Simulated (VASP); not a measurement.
# TaSi (Pm-3m) in VASP: single point with PBE

Aim: the single point of TaSi with PBE.

Program: VASP 6.6.1. These are calculated values, not measurements. Logs are shortened: lines on timing, memory, paths and dates and some standing lists are left out, and cuts for length are marked.

### Step 1. The cell of the first run

Symmetry: Pm-3m, No. 221, cubic system. Conventional cell: a = 3.377 Å, b = 3.377 Å, c = 3.377 Å, α = 90.00°, β = 90.00°, γ = 90.00°. Within 3.9 Å of Ta (site symmetry m-3m) lie 8 Si at 2.92 Å and 6 Ta at 3.38 Å. Within 3.9 Å of Si (site symmetry m-3m) lie 8 Ta at 2.92 Å and 6 Si at 3.38 Å.

### Step 2. Single point, PBE

Contents of INCAR:

```
PREC     = Accurate       # precision mode
ENCUT    = 520            # plane-wave cutoff, eV
EDIFF    = 1E-7           # SCF threshold, eV
ISMEAR   = 0              # smearing method
SIGMA    = 0.1            # smearing width, eV
LREAL    = False          # projectors in reciprocal space
LASPH    = True           # aspherical terms in the spheres
NELM     = 100            # most SCF steps
ALGO     = Normal         # electronic algorithm
ISIF     = 2              # what is computed and relaxed
LWAVE    = False          # write WAVECAR
LCHARG   = False          # write CHGCAR
GGA      = PE             # functional
NBANDS   = 14             # bands
```

Contents of KPOINTS:

```
Automatic mesh
0
Gamma
  6 6 6
```

Contents of POSCAR:

```
TaSi
1.0
    3.3769839300      0.0000000000      0.0000000000
    0.0000000000      3.3769839300      0.0000000000
    0.0000000000      0.0000000000      3.3769839300
Ta Si
1 1
Direct
    0.5000000000      0.5000000000      0.5000000000
    0.0000000000      0.0000000000      0.0000000000
```

Potentials or basis: VASP PAW PBE potentials, release 64 (Ta_pv, Si).

On the command line:

```sh
cat potpaw_PBE.64/Ta_pv/POTCAR potpaw_PBE.64/Si/POTCAR > POTCAR
mpirun -np 1 vasp_std > vasp.out
```

OUTCAR:

```text
PREC = Accurate
   ENCUT = 520
   EDIFF = 1E-7
   ISMEAR = 0
   LREAL = False
   LASPH = True
   NELM = 100
   ISIF = 2
   GGA = PE

 ion  position               nearest neighbor table
   1  0.500  0.500  0.500-   2 2.92   2 2.92   2 2.92   2 2.92   2 2.92   2 2.92   2 2.92   2 2.92

   2  0.000  0.000  0.000-   1 2.92   1 2.92   1 2.92   1 2.92   1 2.92   1 2.92   1 2.92   1 2.92

  LATTYP: Found a simple cubic cell.
 ALAT       =     3.3769839300

  Lattice vectors:

 A1 = (   3.3769839300,   0.0000000000,   0.0000000000)
 A2 = (   0.0000000000,   3.3769839300,   0.0000000000)
 A3 = (   0.0000000000,   0.0000000000,   3.3769839300)

Analysis of symmetry for initial positions (statically):
=====================================================================
 Subroutine PRICEL returns:
 Original cell was already a primitive cell.

 Routine SETGRP: Setting up the symmetry group for a
 simple cubic supercell.

 Subroutine GETGRP returns: Found 48 space group operations
 (whereof 48 operations were pure point group operations)
 out of a pool of 48 trial point group operations.

The static configuration has the point symmetry O_h .

Analysis of symmetry for dynamics (positions and initial velocities):
=====================================================================
 Subroutine PRICEL returns:
 Original cell was already a primitive cell.

 Routine SETGRP: Setting up the symmetry group for a
 simple cubic supercell.

 Subroutine GETGRP returns: Found 48 space group operations
 (whereof 48 operations were pure point group operations)
 out of a pool of 48 trial point group operations.

The dynamic configuration has the point symmetry O_h .

 Subroutine INISYM returns: Found 48 space group operations
 (whereof 48 operations are pure point group operations),
 and found     1 'primitive' translations

----------------------------------------------------------------------------------------

                                     Primitive cell

  volume of cell :      38.5112

  direct lattice vectors                    reciprocal lattice vectors
     3.376983930  0.000000000  0.000000000     0.296122226  0.000000000  0.000000000
     0.000000000  3.376983930  0.000000000     0.000000000  0.296122226  0.000000000
     0.000000000  0.000000000  3.376983930     0.000000000  0.000000000  0.296122226

  length of vectors
     3.376983930  3.376983930  3.376983930     0.296122226  0.296122226  0.296122226

  position of ions in fractional coordinates (direct lattice)
     0.500000000  0.500000000  0.500000000
[... 84 lines left out ...]
   NELECT =      15.0000    total number of electrons
   NUPDOWN=      -1.0000    fix difference up-down
   EMIN   =  10.00;   EMAX   =-10.00  energy-range for DOS
   EFERMI =   0.00;   METHOD = LEGACY
   ISMEAR =     0;   SIGMA  =   0.10  broadening in eV -4-tet -1-fermi 0-gaus
   EFERMI_NEDOS =   21; number of points for ismear=-14 and -15
   IALGO  =     38    algorithm
   IMIX   =      4    mixing-type and parameters
     AMIX     =   0.40;   BMIX     =  1.00
     AMIX_MAG =   1.60;   BMIX_MAG =  1.00
  volume/ion in A,a.u.               =      19.26       129.94
  Fermi-wavevector in a.u.,A,eV,Ry     =   1.195573  2.259306 19.448111  1.429396
  Thomas-Fermi vector in A             =   2.331535
   LORBIT       =      0    0 simple, 1 ext, 2 COOP (PROOUT), +10 PAW based schemes
   GGA     = PE    functional components
   LHFCALC =     F    Hartree Fock is set to
   AEXX    =    0.0000 exact exchange contribution
   IVDW    =     0    specifies the selected vdW correction
   LEPSILON=     F    determine dielectric tensor
   LRPA    =     F    only Hartree local field effects (RPA)
 non-spin polarized calculation
 Gauss-broadening in eV      SIGMA  =   0.10
  energy-cutoff  :      520.00
  volume of cell :       38.51
 maximum number of plane-waves:      1064
 NGX is ok and might be reduce to    28
   NGX = 13   NGY = 13   NGZ = 13

 number of electron      14.9999999 magnetization

 Free energy of the ion-electron system (eV)
  ---------------------------------------------------
  ext. energy  EPLUGINS =         0.00000000
  ---------------------------------------------------
  free energy    TOTEN  =       -16.79171201 eV

  energy without entropy =      -16.78302187  energy(sigma->0) =      -16.78736694

 E-fermi :   6.0638     XC(G=0): -11.2068

 val. band max:        5.9173564034   @ k =   0.3333   0.3333   0.1667
 cond. band min:       6.0902410811   @ k =   0.5000   0.3333   0.0000
 fundamental gap:      0.1728846777
 Fermi energy:         6.0638300016

 k-point     1 :       0.0000    0.0000    0.0000
  band No.  band energies     occupation
      1     -28.6472      2.00000
      2     -28.6472      2.00000
      3     -28.6472      2.00000
      4      -4.5451      2.00000
      5       4.0439      2.00000
      6       4.0439      2.00000
      7       7.7881      0.00000
      8       7.7881      0.00000
      9       7.7881      0.00000
     10       8.1978      0.00000
     11       8.1978      0.00000
     12       8.1978      0.00000
     13      11.1764      0.00000
     14      15.5108      0.00000
[... 309 lines left out ...]
      1     -28.7672      2.00000
      2     -28.7672      2.00000
      3     -28.7672      2.00000
      4       1.5924      2.00000
      5       1.8150      2.00000
      6       1.8150      2.00000
      7       1.8150      2.00000
      8       8.7689      0.00000
      9       8.7689      0.00000
     10       8.7689      0.00000
     11       9.9462      0.00000
     12       9.9462      0.00000
     13      12.6459      0.00000
     14      13.1655      0.00000

------------------------ aborting loop because EDIFF is reached ----------------------------------------

  FORCE on cell =-STRESS in cart. coord.  units (eV):
  Direction    XX          YY          ZZ          XY          YZ          ZX
  --------------------------------------------------------------------------------------
  -------------------------------------------------------------------------------------
  Total       -5.9112952     -5.9112952     -5.9112952      0.0000000      0.0000000     -0.0000000
  in kB     -245.9270224   -245.9270224   -245.9270224      0.0000000      0.0000000     -0.0000000
  external PRESSURE =    -245.9270224 kB  Pullay stress =       0.0000000 kB

 VOLUME and BASIS-vectors are now :
 -----------------------------------------------------------------------------
  energy-cutoff  :      520.00
  volume of cell :       38.51
      direct lattice vectors                 reciprocal lattice vectors
     3.376983930  0.000000000  0.000000000     0.296122226  0.000000000  0.000000000
     0.000000000  3.376983930  0.000000000     0.000000000  0.296122226  0.000000000
     0.000000000  0.000000000  3.376983930     0.000000000  0.000000000  0.296122226

 POSITION                                       TOTAL-FORCE (eV/Angst)
 -----------------------------------------------------------------------------------
      1.68849      1.68849      1.68849         0.000000      0.000000      0.000000
      0.00000      0.00000      0.00000         0.000000      0.000000      0.000000
 -----------------------------------------------------------------------------------
    total drift:                                0.000000      0.000000      0.000000

  FREE ENERGIE OF THE ION-ELECTRON SYSTEM (eV)
  ---------------------------------------------------
  free  energy   TOTEN  =       -16.7917120118 eV

  energy  without entropy=      -16.7830218666  energy(sigma->0) =      -16.78736694
```

stdout:

```text
POSCAR found type information on POSCAR TaSi
 POSCAR found :  2 types and       2 ions
 scaLAPACK will be used
 LDA part: xc-table for (Slater+PW92), standard interpolation
 POSCAR, INCAR and KPOINTS ok, starting setup
 FFT: planning ... GRIDC
 FFT: planning ... GRID_SOFT
 FFT: planning ... GRID
 WAVECAR not read
 entering main loop
```

Run time: 19 s. Hardware: 1 thread of AMD EPYC 7R13, shared host; peak memory 0.13 GiB.

Results:

```yaml
Free_energy: -16.7917 eV
Pressure: -24.6 GPa
```

Levels at points of the mesh, in eV from the Fermi level:
```csv
k point,band 3,band 4,band 5,band 6,band 7,band 8,band 9,band 10,band 11,band 12
"(0.00, 0.00, 0.00)",-34.71,-10.61,-2.02,-2.02,1.72,1.72,1.72,2.13,2.13,2.13
"(0.50, 0.00, 0.00)",-34.70,-7.87,-6.27,-1.10,-0.86,-0.86,2.52,3.57,5.60,7.24
"(0.50, 0.50, 0.00)",-34.68,-7.39,-2.95,-2.95,-2.46,0.51,0.51,3.40,3.76,3.82
"(0.50, 0.50, 0.50)",-34.83,-4.47,-4.25,-4.25,-4.25,2.71,2.71,2.71,3.88,3.88
```

Caveat: spin-orbit coupling is left out, which moves the levels of the heavy elements.
